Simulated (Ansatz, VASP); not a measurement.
# One calculation of InAs, two programs

```xyz
2
Lattice="0.0000 2.9922 2.9922 2.9922 0.0000 2.9922 2.9922 2.9922 0.0000" Properties=species:S:1:pos:R:3 pbc="T T T"
In    0.0000    0.0000    0.0000
As    1.4961    1.4961    1.4961
```

Alike in both runs: task single point; functional r2SCAN; k mesh 6 × 6 × 6; occupations fermi-dirac, width 0.02 eV; no spin polarisation.

|  | VASP | Ansatz |
| --- | --- | --- |
| version | VASP 6.6.1 | Ansatz 0.2.0 |
| potentials or method | VASP PAW PBE potentials, release 64 (In_d, As_d) | plane waves, PAW |
| plane-wave cutoff (eV) | 560 | 500 |
| valence electrons in the cell | 28 | 28 |

```tsv
	VASP	Ansatz	Ansatz less VASP
pressure (GPa)	4.1	4.1	+0.01
```

VASP's potentials were made for PBE, not for r2SCAN. The functional is the same, so the differences come from potentials, cutoffs and numerics.
